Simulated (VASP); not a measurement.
Mg2TaIr2, 5 atoms in the cell. The structure is tetragonal, space group I4/mmm (No. 139). The conventional cell has a = 3.528 Å, b = 3.528 Å, c = 13.676 Å, α = 90.00°, β = 90.00°, γ = 90.00°. Within 3.3 Å of Mg (site symmetry -4m2) lie 4 Mg at 2.49 Å and 4 Ir at 2.73 Å. Within 3.9 Å of Ta (site symmetry 4/mmm) lie 8 Ir at 2.83 Å and 4 Ta at 3.53 Å and 8 Mg at 3.85 Å. Within 3.6 Å of Ir (site symmetry 4mm) lie 5 Ir at 2.67 to 3.53 Å and 4 Mg at 2.73 Å and 4 Ta at 2.83 Å. 

```yaml
Program: VASP 6.6.1
Task: single point
Functional: PBE
Potentials_or_basis: VASP PAW PBE potentials, release 64 (Mg, Ta_pv, Ir)
Cutoff: 520 eV
k_mesh: 16 × 16 × 16
Occupations: gaussian, width 0.1 eV
Spin: no spin polarisation
Dipole_correction: no
Further_INCAR_settings: ALGO = Fast; EDIFF = 1e-07; NBANDS = 24
```

Potentials or basis: VASP PAW PBE potentials, release 64 (Mg, Ta_pv, Ir).

Launch:

```console
$ cat potpaw_PBE.64/Mg/POTCAR potpaw_PBE.64/Ta_pv/POTCAR potpaw_PBE.64/Ir/POTCAR > POTCAR
$ mpirun -np 1 vasp_std > vasp.out
```

Hardware: 1 thread of Intel(R) Xeon(R) 6975P-C (Granite Rapids), with other jobs on the host.

Q: How long does it take, and how much memory?

A: Run time: 27 min on 1 thread of Intel(R) Xeon(R) 6975P-C (Granite Rapids), on a shared host, peak memory 1 GiB. Counts: scf iterations 17, k points 349.
